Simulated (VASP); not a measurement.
# HSe12 (C2) in VASP: single point with PBE+D3(BJ)

Aim: the single point of HSe12 with PBE+D3(BJ).

All numbers are computed with VASP 6.6.1; they aren't measurements. Logs are shortened: lines on timing, memory, paths and dates and some standing lists are left out, and cuts for length are marked.

### 1 The cell of the first run

It takes space group C2 (No. 5, monoclinic). Conventional cell: a = 13.815 Å, b = 8.347 Å, c = 5.180 Å, α = 90.00°, β = 90.54°, γ = 90.00°. Within 3.3 Å of Se (site symmetry 1) lie 6 Se at 2.44 to 3.29 Å and 1 H at 2.89 Å. Se (site symmetry 1) has 6 Se at 2.44 to 3.29 Å within 3.3 Å. Se (site symmetry 1) has 6 Se at 2.43 to 3.24 Å and 1 H at 3.18 Å within 3.3 Å. Se (site symmetry 1) has 1 H at 1.81 Å within 2.4 Å. Se (site symmetry 2) has 6 Se at 2.43 to 3.33 Å and 2 H at 2.96 Å within 3.4 Å. Within 3.3 Å of Se (site symmetry 2) lie 6 Se at 2.52 to 3.15 Å. Within 3.3 Å of Se (site symmetry 1) lie 6 Se at 2.44 to 3.29 Å. H (site symmetry 2) has 2 Se at 1.81 Å within 2.4 Å.

### 2 Single point, PBE+D3(BJ)

Contents of INCAR:

```
  ALGO = Normal
  EDIFF = 1E-6
  ENCUT = 520
  GGA = PE
  ISIF = 2
  ISMEAR = 0
  IVDW = 12
  LASPH = True
  LCHARG = False
  LREAL = False
  LWAVE = False
  NBANDS = 48
  NELM = 100
  PREC = Accurate
  SIGMA = 0.1
```

Contents of KPOINTS:

```
k-points
0
Gamma
  3 3 4
```

Contents of POSCAR:

```
HSe12
1.0
    8.0686191178     -0.1605042502      0.0330706463
   -4.1733103170      7.2283855048      0.0000000000
    0.0208508241      0.0120382289      5.1804407720
Se H
12 1
Direct
    0.1184577673     -0.0125602671      0.3368953938
    0.1283308305      0.4987666295      0.3293881368
    0.6268568817     -0.0094276826      0.3350406025
    0.6247945251      0.4960426018      0.3415339297
    0.5000000000      0.1053056560      0.6666666667
    0.5000000000      0.6337339343      0.6666666667
    0.0038515876      0.1173882829      0.6657442524
   -0.0038515876      0.6135366953      0.6675890810
    0.3752054749      0.3712480767     -0.0082005963
    0.3731431183      0.8637154357     -0.0017072692
    0.8815422327      0.3689819656     -0.0035620605
    0.8716691695      0.8704357990      0.0039451965
    0.5000000000      0.2772773173      0.1666666667
```

Potentials or basis: VASP PAW PBE potentials, release 64 (Se, H).

The run is started by

```bash
$ cat potpaw_PBE.64/Se/POTCAR potpaw_PBE.64/H/POTCAR > POTCAR
$ mpirun -np 1 vasp_std > vasp.out
```

OUTCAR:

```text
EDIFF = 1E-6
   ENCUT = 520
   GGA = PE
   ISIF = 2
   ISMEAR = 0
   IVDW = 12
   LASPH = True
   LREAL = False
   NELM = 100
   PREC = Accurate
 IVDW          = 12

 ion  position               nearest neighbor table
   1  0.118  0.987  0.337-  12 2.44   7 2.44
   2  0.128  0.499  0.329-  11 2.44   8 2.48
   3  0.627  0.991  0.335-   5 2.43  10 2.48
   4  0.625  0.496  0.342-  13 1.81   9 2.51   6 2.52
   5  0.500  0.105  0.667-  10 2.43   3 2.43
   6  0.500  0.634  0.667-   4 2.52   9 2.52
   7  0.004  0.117  0.666-   1 2.44  12 2.48
   8  0.996  0.614  0.668-  11 2.44   2 2.48
   9  0.375  0.371  0.992-  13 1.81   4 2.51   6 2.52
  10  0.373  0.864  0.998-   5 2.43   3 2.48
  11  0.882  0.369  0.996-   2 2.44   8 2.44
  12  0.872  0.870  0.004-   1 2.44   7 2.48
  13  0.500  0.277  0.167-   9 1.81   4 1.81

  LATTYP: Found a base centered monoclinic cell.
 ALAT       =    13.8149123411
 B/A-ratio  =     0.6041747083
 C/A-ratio  =     0.3749930939
 COS(beta)  =    -0.0094350879

  Lattice vectors:

 A1 = (  -8.0686191178,   0.1605042502,  -0.0330706463)
 A2 = (  -3.8953088008,  -7.0678812546,  -0.0330706463)
 A3 = (   0.0208508241,   0.0120382289,   5.1804407720)

Analysis of symmetry for initial positions (statically):
=====================================================================
 Subroutine PRICEL returns:
 Original cell was already a primitive cell.

 Routine SETGRP: Setting up the symmetry group for a
 base centered monoclinic supercell.

 Subroutine GETGRP returns: Found  2 space group operations
 (whereof  1 operations were pure point group operations)
 out of a pool of  4 trial point group operations.

The static configuration has the point symmetry C_1 .
 The point group associated with its full space group is C_2 .

Analysis of symmetry for dynamics (positions and initial velocities):
=====================================================================
 Subroutine PRICEL returns:
 Original cell was already a primitive cell.

 Routine SETGRP: Setting up the symmetry group for a
 base centered monoclinic supercell.

 Subroutine GETGRP returns: Found  2 space group operations
 (whereof  1 operations were pure point group operations)
 out of a pool of  4 trial point group operations.

The dynamic configuration has the point symmetry C_1 .
 The point group associated with its full space group is C_2 .

 Subroutine INISYM returns: Found  2 space group operations
 (whereof  1 operations are pure point group operations),
 and found     1 'primitive' translations

----------------------------------------------------------------------------------------

                                     Primitive cell

  volume of cell :     298.6626

  direct lattice vectors                    reciprocal lattice vectors
     8.068619118 -0.160504250  0.033070646     0.125379674  0.072387988 -0.000672856
    -4.173310317  7.228385505  0.000000000     0.002785353  0.139951604 -0.000336428
     0.020850824  0.012038229  5.180440772    -0.000800393 -0.000462107  0.193038063

  length of vectors
     8.070283127  8.346620634  5.180496720     0.144777540  0.139979723  0.193040275

  position of ions in fractional coordinates (direct lattice)
     0.118457767  0.987439733  0.336895394
     0.128330830  0.498766629  0.329388137
     0.626856882  0.990572317  0.335040603
     0.624794525  0.496042602  0.341533930
     0.500000000  0.105305656  0.666666667
     0.500000000  0.633733934  0.666666667
     0.003851588  0.117388283  0.665744252
     0.996148412  0.613536695  0.667589081
     0.375205475  0.371248077  0.991799404
     0.373143118  0.863715436  0.998292731
     0.881542233  0.368981966  0.996437939
     0.871669170  0.870435799  0.003945196
     0.500000000  0.277277317  0.166666667

  ion indices of the primitive-cell ions
   primitive index   ion index
                 1           1
                 2           2
                 3           3
                 4           4
                 5           5
                 6           6
                 7           7
                 8           8
                 9           9
                10          10
                11          11
                12          12
                13          13

----------------------------------------------------------------------------------------

 KPOINTS: k-points

Automatic generation of k-mesh.
 Grid dimensions read from file:
 generate k-points for:    3    3    4

 Generating k-lattice:

  Cartesian coordinates                     Fractional coordinates (reciprocal lattice)
     0.041793225  0.024129329 -0.000224285     0.333333333  0.000000000 -0.000000000
     0.000928451  0.046650535 -0.000112143     0.000000000  0.333333333  0.000000000
    -0.000200098 -0.000115527  0.048259516     0.000000000  0.000000000  0.250000000

  Length of vectors
     0.048259180  0.046659908  0.048260069

  Shift w.r.t. Gamma in fractional coordinates (k-lattice)
     0.000000000  0.000000000  0.000000000

 Subroutine IBZKPT returns following result:
 ===========================================

 Found     14 irreducible k-points:

 Following reciprocal coordinates:
            Coordinates               Weight
  0.000000  0.000000  0.000000      1.000000
  0.333333  0.000000  0.000000      2.000000
 -0.000000  0.333333  0.000000      4.000000
  0.333333  0.333333 -0.000000      2.000000
  0.000000 -0.000000  0.250000      2.000000
  0.333333  0.000000  0.250000      2.000000
 -0.333333 -0.000000  0.250000      2.000000
 -0.000000  0.333333  0.250000      4.000000
  0.333333  0.333333  0.250000      4.000000
 -0.333333  0.333333  0.250000      4.000000
  0.000000 -0.000000  0.500000      1.000000
  0.333333  0.000000  0.500000      2.000000
 -0.000000  0.333333  0.500000      4.000000
  0.333333  0.333333  0.500000      2.000000
   k-points           NKPTS =     14   k-points in BZ     NKDIM =     14   number of bands    NBANDS=     48
   number of dos      NEDOS =    301   number of ions     NIONS =     13
   total plane-waves  NPLWV = 153600
   dimension x,y,z NGX =    60 NGY =   64 NGZ =   40
   dimension x,y,z NGXF=   120 NGYF=  128 NGZF=   80
   ions per type =              12   1
   NGX,Y,Z   is equivalent  to a cutoff of  12.36, 12.75, 12.84 a.u.
   NGXF,Y,Z  is equivalent  to a cutoff of  24.72, 25.49, 25.67 a.u.
 SYSTEM =  unknown system
   PREC   = accura    normal or accurate (medium, high low for compatibility)
   ISTART =      0    job   : 0-new  1-cont  2-samecut
   ICHARG =      2    charge: 1-file 2-atom 10-const
   ISPIN  =      1    spin polarized calculation?
   LNONCOLLINEAR =      F non collinear calculations
   LSORBIT =      F    spin-orbit coupling
   LASPH  =      T    aspherical Exc in radial PAW
   ENCUT  =  520.0 eV  38.22 Ry    6.18 a.u.  15.01 15.52  9.63*2*pi/ulx,y,z
   NELM   =    100;   NELMIN=  2; NELMDL= -5     # of ELM steps
   EDIFF  = 0.1E-05   stopping-criterion for ELM
   LREAL  =      F    real-space projection
   EDIFFG = 0.1E-04   stopping-criterion for IOM
   NSW    =      0    number of steps for IOM
   IBRION =     -1    ionic relax: 0-MD 1-quasi-New 2-CG
   NFREE  =      0    steps in history (QN), initial steepest desc. (CG)
   ISIF   =      2    stress and relaxation
   ISYM   =      2    0-nonsym 1-usesym 2-fastsym
   POTIM  = 0.5000    time-step for ionic-motion
   TEBEG  =    0.0;   TEEND  =   0.0 temperature during run
   PSTRESS=    0.0 pullay stress
   NELECT =      73.0000    total number of electrons
   NUPDOWN=      -1.0000    fix difference up-down
   EMIN   =  10.00;   EMAX   =-10.00  energy-range for DOS
   EFERMI =   0.00;   METHOD = LEGACY
   ISMEAR =     0;   SIGMA  =   0.10  broadening in eV -4-tet -1-fermi 0-gaus
   EFERMI_NEDOS =   21; number of points for ismear=-14 and -15
   IALGO  =     38    algorithm
   IMIX   =      4    mixing-type and parameters
     AMIX     =   0.40;   BMIX     =  1.00
     AMIX_MAG =   1.60;   BMIX_MAG =  1.00
  volume/ion in A,a.u.               =      22.97       155.04
  Fermi-wavevector in a.u.,A,eV,Ry     =   1.023581  1.934287 14.255066  1.047718
  Thomas-Fermi vector in A             =   2.157322
   LORBIT       =      0    0 simple, 1 ext, 2 COOP (PROOUT), +10 PAW based schemes
   GGA     = PE    functional components
   LHFCALC =     F    Hartree Fock is set to
   AEXX    =    0.0000 exact exchange contribution
   IVDW    =    12    specifies the selected vdW correction
   LEPSILON=     F    determine dielectric tensor
   LRPA    =     F    only Hartree local field effects (RPA)
 non-spin polarized calculation
 Gauss-broadening in eV      SIGMA  =   0.10
  energy-cutoff  :      520.00
  volume of cell :      298.66
 maximum number of plane-waves:      8073
   NGX = 31   NGY = 31   NGZ = 19

 number of electron      72.9999998 magnetization

 Free energy of the ion-electron system (eV)
  ---------------------------------------------------
  ext. energy  EPLUGINS =         0.00000000
  ---------------------------------------------------
  free energy    TOTEN  =       -43.08801181 eV

  energy without entropy =      -43.07226729  energy(sigma->0) =      -43.08013955

 E-fermi :   4.3052     XC(G=0):  -9.4334

 val. band max:        4.2613621463   @ k =  -0.0000   0.3333   0.2500
 cond. band min:       4.3749620222   @ k =   0.3333   0.0000   0.2500
 fundamental gap:      0.1135998759
 Fermi energy:         4.3052417785

 k-point     1 :       0.0000    0.0000    0.0000
  band No.  band energies     occupation
      1     -12.2916      2.00000
      2     -11.4243      2.00000
      3     -11.3420      2.00000
      4     -11.2998      2.00000
      5      -9.1960      2.00000
      6      -9.0679      2.00000
[... 40 lines left out ...]
     47       7.6145      0.00000
     48       7.6836      0.00000
[... 661 lines left out ...]
     47       6.1860      0.00000
     48       6.4265      0.00000

------------------------ aborting loop because EDIFF is reached ----------------------------------------

 Edisp (eV)   -4.32518

 E8    (eV) :    -1.7718

  FORCE on cell =-STRESS in cart. coord.  units (eV):
  Direction    XX          YY          ZZ          XY          YZ          ZX
  --------------------------------------------------------------------------------------
  -------------------------------------------------------------------------------------
  Total       0.14734     0.18585     0.33035    -0.03335     0.00255     0.00442
  in kB       0.79043     0.99700     1.77217    -0.17889     0.01369     0.02371
  external pressure =        1.19 kB  Pullay stress =        0.00 kB

 VOLUME and BASIS-vectors are now :
 -----------------------------------------------------------------------------
  energy-cutoff  :      520.00
  volume of cell :      298.66
      direct lattice vectors                 reciprocal lattice vectors
     8.068619118 -0.160504250  0.033070646     0.125379674  0.072387988 -0.000672856
    -4.173310317  7.228385505  0.000000000     0.002785353  0.139951604 -0.000336428
     0.020850824  0.012038229  5.180440772    -0.000800393 -0.000462107  0.193038063

 POSITION                                       TOTAL-FORCE (eV/Angst)
 -----------------------------------------------------------------------------------
     -3.15808      7.12264      1.74918         0.017241     -0.008019     -0.001318
     -1.03919      3.58865      1.71062         0.019386      0.001700     -0.001393
      0.93089      7.06366      1.75639         0.019611     -0.006255     -0.008941
      2.97821      3.48942      1.78996         0.000570     -0.000001     -0.000137
      3.60874      0.68896      3.47016        -0.013592      0.023542     -0.000000
      1.40344      4.50865      3.47016        -0.005816      0.010073     -0.000000
     -0.44494      0.85592      3.44898        -0.014119      0.019115      0.001816
      5.49098      4.28303      3.49135        -0.009494      0.021785     -0.001816
      1.49874      2.63524      5.15037        -0.000284     -0.000494      0.000137
     -0.57299      6.19539      5.18394        -0.004389     -0.020111      0.008941
      5.59373      2.53765      5.19114        -0.001676     -0.018940      0.001318
      3.40065      6.15199      0.04926        -0.011166     -0.015939      0.001393
      2.88062      1.92602      0.87994         0.003727     -0.006456     -0.000000
 -----------------------------------------------------------------------------------
    total drift:                                0.000043     -0.000072      0.000009

  FREE ENERGIE OF THE ION-ELECTRON SYSTEM (eV)
  ---------------------------------------------------
  free  energy   TOTEN  =       -47.4131909274 eV

  energy  without entropy=      -47.3974464105  energy(sigma->0) =      -47.40531867
```

Wall time 3.5 min (1 thread of AMD EPYC 7R43 (Zen 3), shared host); peak memory 0.43 GiB.

Results:

```
Free energy                : -47.4132 eV
Pressure                   : 0.1 GPa
Largest force              : 0.027 eV/Å
Band gap on the k mesh     : zero (an odd number of electrons rules out a gap without spin polarisation)
Dispersion energy per atom : -0.333 eV
```

Forces on the atoms (eV/Å):
```
Se   0.017 -0.008 -0.001
Se   0.019  0.002 -0.001
Se   0.020 -0.006 -0.009
Se   0.001  0.000  0.000
Se  -0.014  0.024  0.000
Se  -0.006  0.010  0.000
Se  -0.014  0.019  0.002
Se  -0.009  0.022 -0.002
Se   0.000  0.000  0.000
Se  -0.004 -0.020  0.009
Se  -0.002 -0.019  0.001
Se  -0.011 -0.016  0.001
H    0.004 -0.006  0.000
```
